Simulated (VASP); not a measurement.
# P (P6/mmm) in VASP: notebook

Runs on P. Level: PBE. Tasks: single point, relaxation of shape and atoms at fixed volume.

Program: VASP 6.6.1. These are calculated values, not measurements. Logs are shortened: lines on timing, memory, paths and dates and some standing lists are left out, and cuts for length are marked.

## 1. The cell of the first run

It takes space group P6/mmm (No. 191, hexagonal). The conventional cell has a = 2.555 Å, b = 2.555 Å, c = 2.398 Å, α = 90.00°, β = 90.00°, γ = 120.00°. P (site symmetry 6/mmm) has 8 P at 2.40 to 2.56 Å within 3.2 Å.

## 2. Single point, PBE

The input, INCAR:

```
SYSTEM = P
PREC = Accurate ; ENCUT = 520
EDIFF = 1E-7 ; ISMEAR = -1
SIGMA = 0.05 ; LREAL = .FALSE.
LASPH = .TRUE. ; NELM = 80
ALGO = Normal ; ISIF = 2
LWAVE = .FALSE. ; LCHARG = .FALSE.
GGA = PE ; NBANDS = 8
```

The input, KPOINTS:

```
regular mesh
0
G
  18 18 17
  0 0 0
```

The input, POSCAR:

```
P
1.0
    2.5551271338      0.0000000000      0.0000000000
   -1.2775635669      2.2128050078      0.0000000000
    0.0000000000      0.0000000000      2.3981626823
P
1
Direct
    0.0000000000      0.0000000000      0.0000000000
```

Potentials or basis: VASP PAW PBE potentials, release 64 (P).

Started as:

```
cat potpaw_PBE.64/P/POTCAR > POTCAR
mpirun -np 1 vasp_std > vasp.out
```

OUTCAR:

```text
SYSTEM = P
   PREC = Accurate
   ENCUT = 520
   EDIFF = 1E-7
   ISMEAR = -1
   LREAL = .FALSE.
   LASPH = .TRUE.
   NELM = 80
   ISIF = 2
   GGA = PE

 ion  position               nearest neighbor table
   1  0.000  0.000  0.000-

  LATTYP: Found a hexagonal cell.
 ALAT       =     2.5551271338
 C/A-ratio  =     0.9385688291

  Lattice vectors:

 A1 = (   2.5551271338,   0.0000000000,   0.0000000000)
 A2 = (  -1.2775635669,   2.2128050078,   0.0000000000)
 A3 = (   0.0000000000,   0.0000000000,   2.3981626823)

Analysis of symmetry for initial positions (statically):
=====================================================================
 Subroutine PRICEL returns:
 Original cell was already a primitive cell.

 Routine SETGRP: Setting up the symmetry group for a
 hexagonal supercell.

 Subroutine GETGRP returns: Found 24 space group operations
 (whereof 24 operations were pure point group operations)
 out of a pool of 24 trial point group operations.

The static configuration has the point symmetry D_6h.

Analysis of symmetry for dynamics (positions and initial velocities):
=====================================================================
 Subroutine PRICEL returns:
 Original cell was already a primitive cell.

 Routine SETGRP: Setting up the symmetry group for a
 hexagonal supercell.

 Subroutine GETGRP returns: Found 24 space group operations
 (whereof 24 operations were pure point group operations)
 out of a pool of 24 trial point group operations.

The dynamic configuration has the point symmetry D_6h.

 Subroutine INISYM returns: Found 24 space group operations
 (whereof 24 operations are pure point group operations),
 and found     1 'primitive' translations

----------------------------------------------------------------------------------------

                                     Primitive cell

  volume of cell :      13.5592

  direct lattice vectors                    reciprocal lattice vectors
     2.555127134  0.000000000  0.000000000     0.391369958  0.225957551  0.000000000
    -1.277563567  2.212805008  0.000000000     0.000000000  0.451915102  0.000000000
     0.000000000  0.000000000  2.398162682     0.000000000  0.000000000  0.416985890

  length of vectors
     2.555127134  2.555127134  2.398162682     0.451915102  0.451915102  0.416985890

  position of ions in fractional coordinates (direct lattice)
     0.000000000  0.000000000  0.000000000

  ion indices of the primitive-cell ions
   primitive index   ion index
                 1           1

----------------------------------------------------------------------------------------

 KPOINTS: regular mesh

Automatic generation of k-mesh.
 Grid dimensions read from file:
 generate k-points for:   18   18   17

 Generating k-lattice:

  Cartesian coordinates                     Fractional coordinates (reciprocal lattice)
     0.021742775  0.012553197  0.000000000     0.055555556  0.000000000  0.000000000
     0.000000000  0.025106395  0.000000000     0.000000000  0.055555556  0.000000000
     0.000000000  0.000000000  0.024528582     0.000000000  0.000000000  0.058823529

  Length of vectors
     0.025106395  0.025106395  0.024528582

  Shift w.r.t. Gamma in fractional coordinates (k-lattice)
     0.000000000  0.000000000  0.000000000

 Subroutine IBZKPT returns following result:
 ===========================================

 Found    333 irreducible k-points:

 Following reciprocal coordinates:
            Coordinates               Weight
  0.000000  0.000000  0.000000      1.000000
  0.055556  0.000000  0.000000      6.000000
  0.111111  0.000000  0.000000      6.000000
  0.166667  0.000000  0.000000      6.000000
  0.222222  0.000000  0.000000      6.000000
  0.277778  0.000000  0.000000      6.000000
[... 16 lines left out ...]
  0.333333  0.111111  0.000000     12.000000
  0.388889  0.111111  0.000000     12.000000
 [... further k-points ...]
   k-points           NKPTS =    333   k-points in BZ     NKDIM =    333   number of bands    NBANDS=      8
   number of dos      NEDOS =    301   number of ions     NIONS =      1
   total plane-waves  NPLWV =   7200
   dimension x,y,z NGX =    20 NGY =   20 NGZ =   18
   dimension x,y,z NGXF=    40 NGYF=   40 NGZF=   36
   ions per type =               1
   NGX,Y,Z   is equivalent  to a cutoff of  13.01, 13.01, 12.48 a.u.
   NGXF,Y,Z  is equivalent  to a cutoff of  26.03, 26.03, 24.96 a.u.
 SYSTEM =  P
   PREC   = accura    normal or accurate (medium, high low for compatibility)
   ISTART =      0    job   : 0-new  1-cont  2-samecut
   ICHARG =      2    charge: 1-file 2-atom 10-const
   ISPIN  =      1    spin polarized calculation?
   LNONCOLLINEAR =      F non collinear calculations
   LSORBIT =      F    spin-orbit coupling
   LASPH  =      T    aspherical Exc in radial PAW
   ENCUT  =  520.0 eV  38.22 Ry    6.18 a.u.   4.75  4.75  4.46*2*pi/ulx,y,z
   NELM   =     80;   NELMIN=  2; NELMDL= -5     # of ELM steps
   EDIFF  = 0.1E-06   stopping-criterion for ELM
   LREAL  =      F    real-space projection
   EDIFFG = 0.1E-05   stopping-criterion for IOM
   NSW    =      0    number of steps for IOM
   IBRION =     -1    ionic relax: 0-MD 1-quasi-New 2-CG
   NFREE  =      0    steps in history (QN), initial steepest desc. (CG)
   ISIF   =      2    stress and relaxation
   ISYM   =      2    0-nonsym 1-usesym 2-fastsym
   POTIM  = 0.5000    time-step for ionic-motion
   TEBEG  =    0.0;   TEEND  =   0.0 temperature during run
   PSTRESS=    0.0 pullay stress
   NELECT =       5.0000    total number of electrons
   NUPDOWN=      -1.0000    fix difference up-down
   EMIN   =  10.00;   EMAX   =-10.00  energy-range for DOS
   EFERMI =   0.00;   METHOD = LEGACY
   ISMEAR =    -1;   SIGMA  =   0.05  broadening in eV -4-tet -1-fermi 0-gaus
   EFERMI_NEDOS =   21; number of points for ismear=-14 and -15
   IALGO  =     38    algorithm
   IMIX   =      4    mixing-type and parameters
     AMIX     =   0.40;   BMIX     =  1.00
     AMIX_MAG =   1.60;   BMIX_MAG =  1.00
  volume/ion in A,a.u.               =      13.56        91.50
  Fermi-wavevector in a.u.,A,eV,Ry     =   1.173960  2.218463 18.751314  1.378183
  Thomas-Fermi vector in A             =   2.310365
   LORBIT       =      0    0 simple, 1 ext, 2 COOP (PROOUT), +10 PAW based schemes
   GGA     = PE    functional components
   LHFCALC =     F    Hartree Fock is set to
   AEXX    =    0.0000 exact exchange contribution
   IVDW    =     0    specifies the selected vdW correction
   LEPSILON=     F    determine dielectric tensor
   LRPA    =     F    only Hartree local field effects (RPA)
 non-spin polarized calculation
  energy-cutoff  :      520.00
  volume of cell :       13.56
 maximum number of plane-waves:       393
 NGX is ok and might be reduce to    20
   NGX =  9   NGY =  9   NGZ =  9

 number of electron       4.9999999 magnetization

 Free energy of the ion-electron system (eV)
  ---------------------------------------------------
  ext. energy  EPLUGINS =         0.00000000
  ---------------------------------------------------
  free energy    TOTEN  =        -4.89590402 eV

  energy without entropy =       -4.89284780  energy(sigma->0) =       -4.89437591

 E-fermi :  10.8658     XC(G=0): -11.6874

 val. band max:       10.8626318353   @ k =   0.4444   0.0556   0.2941
 cond. band min:      10.8677427075   @ k =   0.2778   0.0556   0.2353
 fundamental gap:      0.0051108721
 Fermi energy:        10.8657767966

 k-point     1 :       0.0000    0.0000    0.0000
  band No.  band energies     occupation
      1      -6.4327      2.00000
      2      16.0288      0.00000
      3      17.5564      0.00000
      4      17.5929      0.00000
      5      17.5929      0.00000
      6      22.5496      0.00000
      7      22.5496      0.00000
      8      28.0143      0.00000

 k-point     2 :       0.0556    0.0000    0.0000
  band No.  band energies     occupation
      1      -6.3445      2.00000
      2      16.0998      0.00000
      3      16.2239      0.00000
      4      17.2706      0.00000
      5      18.3862      0.00000
      6      22.2718      0.00000
      7      23.0320      0.00000
      8      28.3039      0.00000

 k-point     3 :       0.1111    0.0000    0.0000
  band No.  band energies     occupation
      1      -6.0800      2.00000
      2      14.4302      0.00000
      3      16.3116      0.00000
      4      16.5494      0.00000
      5      18.6808      0.00000
      6      21.8640      0.00000
      7      24.2320      0.00000
      8      29.1006      0.00000

 k-point     4 :       0.1667    0.0000    0.0000
  band No.  band energies     occupation
      1      -5.6409      2.00000
      2      12.3920      0.00000
      3      15.7403      0.00000
      4      16.6602      0.00000
      5      18.5052      0.00000
      6      21.8247      0.00000
      7      25.8339      0.00000
      8      30.1937      0.00000

 k-point     5 :       0.2222    0.0000    0.0000
  band No.  band energies     occupation
      1      -5.0294      2.00000
      2      10.2795      1.99998
      3      14.9842      0.00000
      4      17.1376      0.00000
      5      18.0431      0.00000
      6      22.2041      0.00000
      7      27.6868      0.00000
      8      31.3146      0.00000
[... 177 lines left out ...]
 k-point    22 :       0.2778    0.1111    0.0000
  band No.  band energies     occupation
      1      -3.0577      2.00000
      2       6.4052      2.00000
      3      11.1409      0.00812
      4      18.5832      0.00000
      5      19.8843      0.00000
      6      23.9508      0.00000
      7      28.3921      0.00000
      8      29.7164      0.00000

 k-point    23 :       0.3333    0.1111    0.0000
  band No.  band energies     occupation
      1      -1.9888      2.00000
      2       4.6001      2.00000
      3      10.7038      1.92458
      4      19.2606      0.00000
      5      19.6687      0.00000
      6      24.8808      0.00000
      7      27.1464      0.00000
      8      30.8073      0.00000

 k-point    24 :       0.3889    0.1111    0.0000
  band No.  band energies     occupation
      1      -0.8685      2.00000
      2       3.0283      2.00000
      3      10.4454      1.99955
      4      19.5171      0.00000
      5      19.8227      0.00000
      6      25.7595      0.00000
      7      26.2301      0.00000
      8      30.3804      0.00000

 [... further k-points ...]

------------------------ aborting loop because EDIFF is reached ----------------------------------------

  FORCE on cell =-STRESS in cart. coord.  units (eV):
  Direction    XX          YY          ZZ          XY          YZ          ZX
  --------------------------------------------------------------------------------------
  -------------------------------------------------------------------------------------
  Total        0.7983517      0.7983517      0.7975642      0.0000000      0.0000000     -0.0000000
  in kB       94.3344979     94.3344979     94.2414406      0.0000000      0.0000000     -0.0000000
  external PRESSURE =      94.3034788 kB  Pullay stress =       0.0000000 kB

 VOLUME and BASIS-vectors are now :
 -----------------------------------------------------------------------------
  energy-cutoff  :      520.00
  volume of cell :       13.56
      direct lattice vectors                 reciprocal lattice vectors
     2.555127134  0.000000000  0.000000000     0.391369958  0.225957551  0.000000000
    -1.277563567  2.212805008  0.000000000     0.000000000  0.451915102  0.000000000
     0.000000000  0.000000000  2.398162682     0.000000000  0.000000000  0.416985890

 POSITION                                       TOTAL-FORCE (eV/Angst)
 -----------------------------------------------------------------------------------
      0.00000      0.00000      0.00000         0.000000      0.000000      0.000000
 -----------------------------------------------------------------------------------
    total drift:                               -0.000000     -0.000000      0.000000

  FREE ENERGIE OF THE ION-ELECTRON SYSTEM (eV)
  ---------------------------------------------------
  free  energy   TOTEN  =        -4.8959040184 eV

  energy  without entropy=       -4.8928478005  energy(sigma->0) =       -4.89437591
```

Run time: 20 s. Hardware: 1 thread of Intel Xeon Platinum 8559C (Emerald Rapids), shared host; peak memory 0.14 GiB.

Results:

| Quantity | Value |
| --- | --- |
| Free energy | -4.8959 eV |
| Pressure | 9.4 GPa |

## 3. Single point, PBE

This run uses another cell than the first one, of 14.74 Å³/atom, 1.087 times its volume.

The input, INCAR:

```
SYSTEM = P
ALGO = Normal ; EDIFF = 1E-6
ENCUT = 520 ; GGA = PE
ISIF = 2 ; ISMEAR = -1
LASPH = .True. ; LCHARG = .False.
LREAL = .False. ; LWAVE = .False.
NBANDS = 8 ; NELM = 60
PREC = Accurate ; SIGMA = 0.05
```

The input, KPOINTS:

```
k-points
0
Gamma
  18 18 17
  0 0 0
```

The input, POSCAR:

```
P
1.0
    2.6266439457      0.0000000000      0.0000000000
   -1.3133219728      2.2747403837      0.0000000000
    0.0000000000      0.0000000000      2.4666835013
P
1
Direct
    0.0000000000      0.0000000000      0.0000000000
```

Potentials or basis: VASP PAW PBE potentials, release 64 (P).

Started as:

```
cat potpaw_PBE.64/P/POTCAR > POTCAR
mpirun -np 1 vasp_std > vasp.out
```

OUTCAR:

```text
SYSTEM = P
   EDIFF = 1E-6
   ENCUT = 520
   GGA = PE
   ISIF = 2
   ISMEAR = -1
   LASPH = .True.
   LREAL = .False.
   NELM = 60
   PREC = Accurate

 ion  position               nearest neighbor table
   1  0.000  0.000  0.000-

  LATTYP: Found a hexagonal cell.
 ALAT       =     2.6266439457
 C/A-ratio  =     0.9391008269

  Lattice vectors:

 A1 = (   2.6266439457,   0.0000000000,   0.0000000000)
[... 443 lines left out ...]
      7      24.5606      0.00000
      8      28.3672      0.00000

 [... further k-points ...]

------------------------ aborting loop because EDIFF is reached ----------------------------------------

  FORCE on cell =-STRESS in cart. coord.  units (eV):
  Direction    XX          YY          ZZ          XY          YZ          ZX
  --------------------------------------------------------------------------------------
  -------------------------------------------------------------------------------------
  Total       -0.0181377     -0.0181377     -0.0244688     -0.0000000      0.0000000     -0.0000000
  in kB       -1.9717204     -1.9717204     -2.6599666     -0.0000000      0.0000000     -0.0000000
  external PRESSURE =      -2.2011358 kB  Pullay stress =       0.0000000 kB

 VOLUME and BASIS-vectors are now :
 -----------------------------------------------------------------------------
  energy-cutoff  :      520.00
  volume of cell :       14.74
      direct lattice vectors                 reciprocal lattice vectors
     2.626643946  0.000000000  0.000000000     0.380713953  0.219805303  0.000000000
    -1.313321973  2.274740384  0.000000000     0.000000000  0.439610607  0.000000000
     0.000000000  0.000000000  2.466683501     0.000000000  0.000000000  0.405402639

 POSITION                                       TOTAL-FORCE (eV/Angst)
 -----------------------------------------------------------------------------------
      0.00000      0.00000      0.00000        -0.000000      0.000000      0.000000
 -----------------------------------------------------------------------------------
    total drift:                               -0.000000     -0.000000      0.000000

  FREE ENERGIE OF THE ION-ELECTRON SYSTEM (eV)
  ---------------------------------------------------
  free  energy   TOTEN  =        -4.9280753585 eV

  energy  without entropy=       -4.9250548051  energy(sigma->0) =       -4.92656508
```

stdout:

```text
POSCAR found type information on POSCAR P
 POSCAR found :  1 types and       1 ions
 scaLAPACK will be used
 LDA part: xc-table for (Slater+PW92), standard interpolation
 POSCAR, INCAR and KPOINTS ok, starting setup
 FFT: planning ... GRIDC
 FFT: planning ... GRID_SOFT
 FFT: planning ... GRID
 WAVECAR not read
 entering main loop
```

Run time: 16 s. Hardware: 1 thread of Intel Xeon Platinum 8559C (Emerald Rapids), shared host; peak memory 0.14 GiB.

Results:

| Item | Value |
| --- | --- |
| Free energy | -4.9281 eV |
| Pressure | -0.2 GPa |

Levels at points of the mesh, in eV from the Fermi level:
| k point | band 1 | band 2 | band 3 | band 4 | band 5 | band 6 | band 7 |
| --- | --- | --- | --- | --- | --- | --- | --- |
| (0.00, 0.00, 0.00) | -16.38 | 4.74 | 6.09 | 6.09 | 6.84 | 11.55 | 11.55 |
| (0.50, 0.00, 0.00) | -10.92 | -8.18 | 2.10 | 5.69 | 8.17 | 14.34 | 14.43 |

(Part 1 of 2 ends here.)
